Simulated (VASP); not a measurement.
# ScAl (Pm-3m) in VASP: further runs, part 2 of 2

VASP 6.6.1.

## Step 4: Relaxation of cell and atoms, PBEsol, target pressure 60 GPa, at which the enthalpy is minimised

This run uses another cell than the first one, of 13.68 Å³/atom, 0.752 times its volume.

File INCAR:

```
PREC     = Accurate       # precision mode
ENCUT    = 600            # plane-wave cutoff, eV
EDIFF    = 1E-6           # SCF threshold, eV
ISMEAR   = 0              # smearing method
SIGMA    = 0.1            # smearing width, eV
LREAL    = F              # projectors in reciprocal space
LASPH    = T              # aspherical terms in the spheres
NELM     = 60             # most SCF steps
ALGO     = Normal         # electronic algorithm
ISIF     = 3              # what is computed and relaxed
LWAVE    = F              # write WAVECAR
LCHARG   = F              # write CHGCAR
GGA      = PS             # functional
IBRION   = 2              # ionic algorithm
NSW      = 70             # ionic steps
EDIFFG   = -0.008         # ionic threshold
PSTRESS  = 600.0
```

File KPOINTS:

```
regular mesh
0
Gamma
  14 14 14
```

File POSCAR:

```
ScAl
1.0
    3.0129188353      0.0000000000      0.0000000000
    0.0000000000      3.0129188353      0.0000000000
    0.0000000000      0.0000000000      3.0129188353
Sc Al
1 1
Direct
    0.5000000000      0.5000000000      0.5000000000
    0.0000000000      0.0000000000      0.0000000000
```

On the command line:

```bash
$ cat potpaw_PBE.64/Sc_sv/POTCAR potpaw_PBE.64/Al/POTCAR > POTCAR
$ mpirun -np 1 vasp_std > vasp.out
```

Wall time 86 s (1 thread of Intel Xeon Platinum 8259CL at 2.50GHz (Skylake/Cascade Lake), shared host); peak memory 0.18 GiB.

Results (log left out):

```
Free energy                                            : -10.0177 eV
Relaxed volume                                         : 13.00 Å³/atom
Relaxed cell                                           : a = 2.963 Å, b = 2.963 Å, c = 2.963 Å, α = 90.00°, β = 90.00°, γ = 90.00°
Space group after relaxing (to 0.05 Å)                 : Pm-3m (No. 221)
Energy change on relaxing (the enthalpy is what falls) : +223.6 meV/atom
Ionic steps                                            : 4
Pressure after relaxing                                : 59.9 GPa
Band gap on the k mesh                                 : zero (band 7 reaches 9.56 eV, above the bottom of band 8 at 8.36 eV)
```

Step by step:
```csv
step,energy change (eV),largest force (eV/Å),pressure (GPa),volume (Å³)
1,0.0000,0.0000,47.17,27.35
2,1.7688,0.0000,95.65,23.24
3,0.4298,0.0000,59.48,26.05
4,0.4471,0.0000,59.95,26.01
```

Final structure:
```cif
data_structure
_symmetry_space_group_name_H-M 'P 1'
_symmetry_Int_Tables_number 1
_cell_length_a 2.9628
_cell_length_b 2.9628
_cell_length_c 2.9628
_cell_angle_alpha 90.000
_cell_angle_beta 90.000
_cell_angle_gamma 90.000
_cell_volume 26.01
loop_
_atom_site_label
_atom_site_type_symbol
_atom_site_fract_x
_atom_site_fract_y
_atom_site_fract_z
_atom_site_occupancy
Sc1 Sc 0.50000 0.50000 0.50000 1
Al1 Al 0.00000 0.00000 0.00000 1
```

Levels at points of the mesh, in eV from the Fermi level:
```
           k point  band 5  band 6  band 7  band 8  band 9  band 10
(0.00, 0.00, 0.00)   -9.68   -1.46   -1.46    4.06    4.06     4.06
(0.50, 0.00, 0.00)   -5.53   -5.23    0.08    1.17    1.17     4.49
(0.50, 0.50, 0.00)   -5.57   -1.33   -1.33   -0.93    2.02     2.02
(0.50, 0.50, 0.50)   -3.56   -3.56   -3.56    1.96    4.76     4.76
```

Caveat: the cell is relaxed towards a set pressure, so the enthalpy falls and the energy may rise; the PAW data sets were made with another functional, which shifts forces and pressure a little.

## Step 5: Relaxation of cell and atoms, PBEsol, target pressure 30 GPa, at which the enthalpy is minimised

This run uses another cell than the first one, of 15.02 Å³/atom, 0.826 times its volume.

File INCAR:

```
PREC = Accurate ; ENCUT = 600
EDIFF = 1E-6 ; ISMEAR = 0
SIGMA = 0.1 ; LREAL = F
LASPH = T ; NELM = 60
ALGO = Fast ; ISIF = 3
LWAVE = F ; LCHARG = F
GGA = PS ; IBRION = 2
NSW = 70 ; EDIFFG = -0.008
PSTRESS = 300.0
```

KPOINTS is that of step 4.

File POSCAR:

```
ScAl
1.0
    3.1084977678      0.0000000000      0.0000000000
    0.0000000000      3.1084977678      0.0000000000
    0.0000000000      0.0000000000      3.1084977678
Sc Al
1 1
Direct
    0.5000000000      0.5000000000      0.5000000000
    0.0000000000      0.0000000000      0.0000000000
```

Potentials or basis: VASP PAW PBE potentials, release 64 (Sc_sv, Al).

On the command line:

```bash
$ cat potpaw_PBE.64/Sc_sv/POTCAR potpaw_PBE.64/Al/POTCAR > POTCAR
$ mpirun -np 1 vasp_std > vasp.out
```

OUTCAR:

```text
PREC = Accurate
   ENCUT = 600
   EDIFF = 1E-6
   ISMEAR = 0
   LREAL = F
   LASPH = T
   NELM = 60
   ISIF = 3
   GGA = PS
   IBRION = 2
   NSW = 70
   EDIFFG = -0.008
   PSTRESS = 300.0

 ion  position               nearest neighbor table
   1  0.500  0.500  0.500-   2 2.69   2 2.69   2 2.69   2 2.69   2 2.69   2 2.69   2 2.69   2 2.69

   2  0.000  0.000  0.000-   1 2.69   1 2.69   1 2.69   1 2.69   1 2.69   1 2.69   1 2.69   1 2.69

  LATTYP: Found a simple cubic cell.
 ALAT       =     3.1084977678

  Lattice vectors:

 A1 = (   3.1084977678,   0.0000000000,   0.0000000000)
 A2 = (   0.0000000000,   3.1084977678,   0.0000000000)
 A3 = (   0.0000000000,   0.0000000000,   3.1084977678)

Analysis of symmetry for initial positions (statically):
=====================================================================
 Subroutine PRICEL returns:
 Original cell was already a primitive cell.

 Routine SETGRP: Setting up the symmetry group for a
 simple cubic supercell.

 Subroutine GETGRP returns: Found 48 space group operations
[... 9 lines left out ...]

 Routine SETGRP: Setting up the symmetry group for a
[... 164 lines left out ...]
  -------------------------------------------------------------------------------------
  Total        5.2151205      5.2151205      5.2151205      0.0000000     -0.0000000      0.0000000
  in kB      278.1783034    278.1783034    278.1783034      0.0000000     -0.0000000      0.0000000
  external PRESSURE =     -21.8216966 kB  Pullay stress =     300.0000000 kB
[... 63 lines left out ...]
--------------------------------------- Ionic step        3  -------------------------------------------

 number of electron      13.9999997 magnetization

 Free energy of the ion-electron system (eV)
  ---------------------------------------------------
  ext. energy  EPLUGINS =         0.00000000
  ---------------------------------------------------
  free energy    TOTEN  =       -11.02078272 eV

  energy without entropy =      -11.01808298  energy(sigma->0) =      -11.01943285

 E-fermi :   8.0813     XC(G=0): -11.4856

 val. band max:        8.0672798692   @ k =   0.4286   0.1429   0.0000
 cond. band min:       8.1006454364   @ k =   0.4286   0.4286   0.1429
 fundamental gap:      0.0333655672
 Fermi energy:         8.0812504413

 k-point     1 :       0.0000    0.0000    0.0000
  band No.  band energies     occupation
      1     -40.3871      2.00000
      2     -19.0375      2.00000
      3     -19.0375      2.00000
      4     -19.0375      2.00000
      5      -1.2576      2.00000
      6       6.9261      2.00000
      7       6.9261      2.00000
      8      11.6343      0.00000
      9      11.6343      0.00000
     10      11.6351      0.00000
     11      13.1821      0.00000
[... 309 lines left out ...]
 k-point    24 :       0.3571    0.2143    0.0000
  band No.  band energies     occupation
      1     -40.3319      2.00000
      2     -19.3815      2.00000
      3     -19.1715      2.00000
      4     -18.9876      2.00000
      5       1.4585      2.00000
      6       5.1431      2.00000
      7       7.3220      2.00000
      8       8.8603      0.00000
      9       9.6389      0.00000
     10      10.9042      0.00000
     11      12.8869      0.00000

 [... further k-points ...]
[... 5 lines left out ...]
  --------------------------------------------------------------------------------------
  -------------------------------------------------------------------------------------
  Total        5.5509272      5.5509272      5.5509272      0.0000000     -0.0000000     -0.0000000
  in kB      299.5873880    299.5873880    299.5873880      0.0000000     -0.0000000     -0.0000000
  external PRESSURE =      -0.4126120 kB  Pullay stress =     300.0000000 kB
[... 21 lines left out ...]
  energy  without entropy=      -11.0180829774  energy(sigma->0) =      -11.01943285

  enthalpy is  TOTEN    =        -5.4622103836 eV   P V=        5.5585723411

 reached required accuracy - stopping structural energy minimisation
```

Run time: 2.8 min. Hardware: 1 thread of Intel Xeon Platinum 8259CL at 2.50GHz (Skylake/Cascade Lake), shared host; peak memory 0.21 GiB.

What came out:

- Free energy: -11.0208 eV
- Relaxed volume: 14.84 Å³/atom
- Relaxed cell: a = 3.096 Å, b = 3.096 Å, c = 3.096 Å, α = 90.00°, β = 90.00°, γ = 90.00°
- Space group after relaxing (to 0.05 Å): Pm-3m (No. 221)
- Energy change on relaxing (the enthalpy is what falls): +31.6 meV/atom
- Ionic steps: 3
- Pressure after relaxing: 30.0 GPa
- Band gap on the k mesh: zero (band 7 reaches 8.38 eV, above the bottom of band 8 at 7.15 eV)

Step by step:
```
step  energy change (eV)  largest force (eV/Å)  pressure (GPa)  volume (Å³)
   1              0.0000                0.0000           27.82        30.04
   2              0.1680                0.0000           33.40        29.16
   3              0.0633                0.0000           29.96        29.69
```

Final structure:
```xyz
2
Lattice="3.0964 0.0000 0.0000 0.0000 3.0964 0.0000 0.0000 0.0000 3.0964" Properties=species:S:1:pos:R:3 pbc="T T T"
Sc    1.5482    1.5482    1.5482
Al    0.0000    0.0000    0.0000
```

Levels at points of the mesh, in eV from the Fermi level:
```
           k point  band 4  band 5  band 6  band 7  band 8  band 9  band 10  band 11
(0.00, 0.00, 0.00)  -27.12   -9.34   -1.16   -1.16    3.55    3.55     3.55     5.10
(0.50, 0.00, 0.00)  -27.08   -5.72   -5.07    0.16    1.01    1.01     3.90     5.20
(0.50, 0.50, 0.00)  -27.04   -5.25   -1.65   -1.65   -0.93    1.84     1.84     4.98
(0.50, 0.50, 0.50)  -27.43   -3.21   -3.21   -3.21    0.98    3.95     3.95     3.95
```

Caveat: the cell is relaxed towards a set pressure, so the enthalpy falls and the energy may rise; the PAW data sets were made with another functional, which shifts forces and pressure a little.

## Step 6: Single point, PBEsol

This run uses another cell than the first one, of 18.76 Å³/atom, 1.032 times its volume.

File INCAR:

```
SYSTEM = ScAl
PREC = Accurate ; ENCUT = 500
EDIFF = 1E-6 ; ISMEAR = -1
SIGMA = 0.15 ; LREAL = .False.
LASPH = .True. ; NELM = 120
ALGO = Normal ; ISIF = 2
LWAVE = .False. ; LCHARG = .False.
GGA = PS ; NBANDS = 14
GGA_COMPAT = .False.
```

File KPOINTS:

```
regular mesh
0
Gamma
  12 12 12
  0 0 0
```

File POSCAR:

```
ScAl
1.0
    3.3478922247      0.0000000000      0.0000000000
    0.0000000000      3.3478922247      0.0000000000
    0.0000000000      0.0000000000      3.3478922247
Sc Al
1 1
Direct
    0.5000000000      0.5000000000      0.5000000000
    0.0000000000      0.0000000000      0.0000000000
```

Potentials or basis: VASP PAW PBE potentials, release 64 (Sc_sv, Al).

On the command line:

```bash
$ cat potpaw_PBE.64/Sc_sv/POTCAR potpaw_PBE.64/Al/POTCAR > POTCAR
$ mpirun -np 1 vasp_std > vasp.out
```

Run time: 20 s. Hardware: 1 thread of Intel Xeon Platinum 8488C (Sapphire Rapids), shared host; peak memory 0.16 GiB.

Results (log left out):

```
Free energy            : -11.6563 eV
Pressure               : 0.1 GPa
Band gap on the k mesh : zero (band 7 reaches 6.46 eV, above the bottom of band 8 at 5.27 eV)
```

Levels at points of the mesh, in eV from the Fermi level:
| k point | band 5 | band 6 | band 7 | band 8 | band 9 | band 10 |
| --- | --- | --- | --- | --- | --- | --- |
| (0.00, 0.00, 0.00) | -8.52 | -0.68 | -0.68 | 2.80 | 2.80 | 2.80 |
| (0.50, 0.00, 0.00) | -5.66 | -4.58 | 0.28 | 0.82 | 0.82 | 3.04 |
| (0.50, 0.50, 0.00) | -4.73 | -1.83 | -1.83 | -0.83 | 1.58 | 1.58 |
| (0.50, 0.50, 0.50) | -2.57 | -2.57 | -2.57 | -0.33 | 2.98 | 2.98 |

Caveat: the PAW data sets were made with another functional, which shifts forces and pressure a little.

## Step 7: Summary

```csv
task,cell,k mesh,cutoff (eV),smearing,gap on the mesh (eV),pressure (GPa)
relaxation of cell and atoms,"relaxed to 3 GPa from a = 3.313 Å, 2 atoms",12 × 12 × 12,600,gaussian 0.1 eV,none,3.0
relaxation of cell and atoms,"relaxed to -3 GPa from a = 3.376 Å, 2 atoms",12 × 12 × 12,600,gaussian 0.1 eV,none,-3.0
relaxation of cell and atoms,"relaxed to 60 GPa from a = 3.013 Å, 2 atoms",14 × 14 × 14,600,gaussian 0.1 eV,none,59.9
relaxation of cell and atoms,"relaxed to 30 GPa from a = 3.108 Å, 2 atoms",14 × 14 × 14,600,gaussian 0.1 eV,none,30.0
single point,"a = 3.348 Å, 2 atoms",12 × 12 × 12,500,fermi-dirac 0.15 eV,none,0.1
```

Alike in all rows: level PBEsol; potentials or basis VASP PAW PBE potentials, release 64 (Sc_sv, Al); no spin polarisation.

Caveats: the PAW data sets were made with another functional, which shifts forces and pressure a little; the cell is relaxed towards a set pressure, so the enthalpy falls and the energy may rise (some runs).

Absolute energies hang on the potentials; compare differences alone.
